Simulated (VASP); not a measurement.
Te2Mo: single point with PBE+D3(BJ)

The system is Te2Mo.

```xyz
6
Lattice="3.4967 0.0000 -0.0001 -1.7483 3.0283 0.0000 -0.0003 -0.0001 13.6977" Properties=species:S:1:pos:R:3 pbc="T T T"
Te   -0.0007    2.0191    8.4556
Te    1.7487    1.0091    1.6080
Te   -0.0006    2.0191   12.0897
Te    1.7487    1.0091    5.2421
Mo    0.0004    2.0185    3.4251
Mo    1.7477    1.0097   10.2726
```

```yaml
Program: VASP 6.6.1
Task: single point
Functional: PBE
Dispersion: D3(BJ)
Potentials_or_basis: VASP PAW PBE potentials, release 64 (Te, Mo_sv)
Cutoff: 520 eV
k_mesh: 12 × 12 × 2
Occupations: gaussian, width 0.05 eV
Spin: no spin polarisation
```

| Item | Value |
| --- | --- |
| Pressure | 0.0 GPa |
| Largest force | 0.016 eV/Å |
| Band gap on the k mesh | 0.65 eV (least direct gap 1.04 eV) |
| Dispersion energy per atom | -0.554 eV |

Forces on the atoms (eV/Å):
```
Te   0.000  0.000 -0.014
Te   0.000  0.000 -0.016
Te   0.000  0.000  0.016
Te   0.000  0.000  0.014
Mo   0.000  0.000  0.000
Mo   0.000  0.000  0.000
```

Stress tensor (GPa, compression positive):
```
-0.03  0.00  0.00
 0.00 -0.03  0.00
 0.00  0.00  0.06
```

Levels at points of the mesh, in eV from the valence-band top:
| k point | band 22 | band 23 | band 24 | band 25 | band 26 | band 27 | band 28 | band 29 | band 30 | band 31 |
| --- | --- | --- | --- | --- | --- | --- | --- | --- | --- | --- |
| (0.00, 0.00, 0.00) | -1.06 | -1.02 | -1.02 | -0.17 | 0.00 | 2.87 | 2.87 | 3.05 | 3.05 | 3.07 |
| (0.50, 0.00, 0.00) | -1.90 | -1.11 | -1.04 | -0.66 | -0.26 | 1.26 | 1.33 | 1.40 | 1.81 | 2.52 |
| (0.00, 0.50, 0.00) | -1.90 | -1.11 | -1.04 | -0.66 | -0.26 | 1.26 | 1.33 | 1.40 | 1.81 | 2.52 |
| (0.50, 0.50, 0.00) | -1.90 | -1.10 | -1.04 | -0.66 | -0.26 | 1.26 | 1.33 | 1.40 | 1.81 | 2.53 |
| (0.00, 0.00, 0.50) | -1.04 | -1.04 | -1.04 | -0.05 | -0.04 | 2.91 | 2.91 | 2.91 | 2.91 | 3.29 |
| (0.50, 0.00, 0.50) | -2.05 | -1.04 | -1.04 | -0.47 | -0.47 | 1.29 | 1.29 | 1.63 | 1.63 | 3.01 |
| (0.00, 0.50, 0.50) | -2.05 | -1.04 | -1.04 | -0.47 | -0.47 | 1.29 | 1.29 | 1.63 | 1.63 | 3.01 |
| (0.50, 0.50, 0.50) | -2.05 | -1.04 | -1.04 | -0.47 | -0.47 | 1.29 | 1.29 | 1.63 | 1.63 | 3.01 |

It took 12 min on 1 thread of Intel(R) Xeon(R) Platinum 8488C (Sapphire Rapids) (shared host), peak memory 0.73 GiB.

Caveat: spin-orbit coupling is left out, which moves the levels of the heavy elements. A k mesh can miss the band edges.
